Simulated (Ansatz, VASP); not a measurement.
## Two plane-wave programs on N

The input POSCAR:

```
N
1.0
    5.8151017200      0.0000000000      0.0000000000
    0.0000000000      5.8151017200      0.0000000000
    0.0000000000      0.0000000000      5.8151017200
N
8
Direct
    0.0458611400      0.4541388600      0.5458611400
    0.4541388600      0.5458611400      0.0458611400
    0.5458611400      0.0458611400      0.4541388600
    0.9541388600      0.9541388600      0.9541388600
    0.9360985600      0.5639014400      0.4360985600
    0.5639014400      0.4360985600      0.9360985600
    0.4360985600      0.9360985600      0.5639014400
    0.0639014400      0.0639014400      0.0639014400
```

The input INCAR.step1:

```
PREC = Accurate
ENCUT = 600
ISMEAR = -1
SIGMA = 0.05
LREAL = F
LASPH = T
NELM = 80
GGA = PE
ALGO = Normal
EDIFF = 1E-4
LWAVE = T
LCHARG = F
```

Contents of INCAR.step2:

```
PREC = Accurate
ENCUT = 600
EDIFF = 1E-6
ISMEAR = -1
SIGMA = 0.05
LREAL = F
LASPH = T
NELM = 80
ALGO = Normal
ISIF = 3
LWAVE = F
LCHARG = F
METAGGA = R2SCAN
LMIXTAU = T
IBRION = 2
NSW = 60
EDIFFG = -0.01
ISTART = 1
```

The input KPOINTS:

```
Automatic mesh
0
Gamma
  5 5 5
```

input.yaml

```yaml
crystal:
  lattice:
    - [5.81510172, 0.0, 0.0]
    - [0.0, 5.81510172, 0.0]
    - [0.0, 0.0, 5.81510172]
  atoms:
    - { symbol: "N", position: [0.04586114, 0.45413886, 0.54586114] }
    - { symbol: "N", position: [0.45413886, 0.54586114, 0.04586114] }
    - { symbol: "N", position: [0.54586114, 0.04586114, 0.45413886] }
    - { symbol: "N", position: [0.95413886, 0.95413886, 0.95413886] }
    - { symbol: "N", position: [0.93609856, 0.56390144, 0.43609856] }
    - { symbol: "N", position: [0.56390144, 0.43609856, 0.93609856] }
    - { symbol: "N", position: [0.43609856, 0.93609856, 0.56390144] }
    - { symbol: "N", position: [0.06390144, 0.06390144, 0.06390144] }
hamiltonian:
  xc: r2scan
  pseudopotentials: { kind: paw }
kpoints:
  mp_grid: { grid: [5, 5, 5] }
scf:
  occupations: { method: fermi_dirac, width: 0.05 }
output:
  forces: true
  stress: true
  eigenvalues: true
relax:
  f_tol: 0.01
  max_steps: 40
  cell: { stress_tol: 0.05 }
```

Alike in both runs: task relaxation of cell and atoms; functional r2SCAN; k mesh 5 × 5 × 5; occupations fermi-dirac, width 0.05 eV; no spin polarisation.

|  | VASP | Ansatz |
| --- | --- | --- |
| version | VASP 6.6.1 | Ansatz 0.2.0 |
| potentials or method | VASP PAW PBE potentials, release 64 (N) | Ansatz PAW |
| plane-wave cutoff (eV) | 600 | 500 |
| valence electrons in the cell | 40 | 40 |

Ansatz gave:

| Item | Value |
| --- | --- |
| gap on the k mesh at the Fermi level, each at its own relaxed structure (eV) | 8.30 |
| relaxed volume (Å³/atom) | 24.48 |
| relaxed cell length with the largest relative difference (Å) | 5.807 |

Question: What did VASP give for the same quantities?

Answer: gap on the k mesh at the Fermi level, each at its own relaxed structure (eV): 7.99; relaxed volume (Å³/atom): 22.52; relaxed cell length with the largest relative difference (Å): 5.648.

VASP's potentials were made for PBE, not for r2SCAN. One of these differences is far larger than is usual between the two programs; its cause wasn't traced.

Noted on VASP's run: the standard files for N, O and F lose accuracy on very short bonds. Noted on Ansatz's run: odd divisions of the mesh miss points on the zone boundary, where band edges often lie, so the gap on the mesh can be too wide; the plane-wave basis is chosen anew once the cell has moved, so the energies of steps on either side of that aren't comparable.
